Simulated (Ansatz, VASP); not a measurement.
BeSe in VASP and in Ansatz

The input INCAR:

```
PREC = Accurate
ENCUT = 600
EDIFF = 1E-6
ISMEAR = 0
SIGMA = 0.1
LREAL = False
LASPH = True
NELM = 120
ALGO = Normal
ISIF = 2
LWAVE = False
LCHARG = True
GGA = PS
LELF = True
LVHAR = True
NBANDS = 11
GGA_COMPAT = False
```

The input KPOINTS:

```
Automatic mesh
0
Gamma
  6 6 6
```

Contents of POSCAR:

```
BeSe
1.0
    0.0000000000      2.5596658031      2.5596658031
    2.5596658031      0.0000000000      2.5596658031
    2.5596658031      2.5596658031      0.0000000000
Be Se
1 1
Direct
    0.0000000000      0.0000000000      0.0000000000
    0.7500000000      0.7500000000      0.7500000000
```

Input for Ansatz:

```yaml
crystal:
  lattice:
    - [0.0, 2.5596658031, 2.5596658031]
    - [2.5596658031, 0.0, 2.5596658031]
    - [2.5596658031, 2.5596658031, 0.0]
  atoms:
    - { symbol: Be, position: [0.0, 0.0, 0.0] }
    - { symbol: Se, position: [0.75, 0.75, 0.75] }
basis:
  ecutwfc: 420
kpoints:
  mp_grid: { grid: [6, 6, 6] }
hamiltonian:
  xc: pbesol
scf:
  occupations: { method: gaussian, width: 0.1 }
output:
  forces: true
  stress: true
  eigenvalues: true
```

Alike in both runs: task single point; functional PBEsol; k mesh 6 × 6 × 6; occupations gaussian, width 0.1 eV; no spin polarisation.

```csv
,VASP,Ansatz
version,VASP 6.6.1,Ansatz 0.2.0
potentials or method,"VASP PAW PBE potentials, release 64 (Be, Se), cutoff 600 eV","scalar-relativistic, plane waves, PAW"
valence electrons in the cell,8,18
```

```csv
,VASP,Ansatz,Ansatz less VASP
gap on the k mesh at the Fermi level (eV),2.44,2.45,+0.016
least direct gap on the mesh (eV),4.33,4.32,-0.003
pressure (GPa),0.8,0.5,-0.32
```

VASP's potentials were made for PBE, not for PBEsol. VASP's potentials hold 8 valence electrons a cell and Ansatz's 18, so a difference there can come from the potentials and not from the codes.
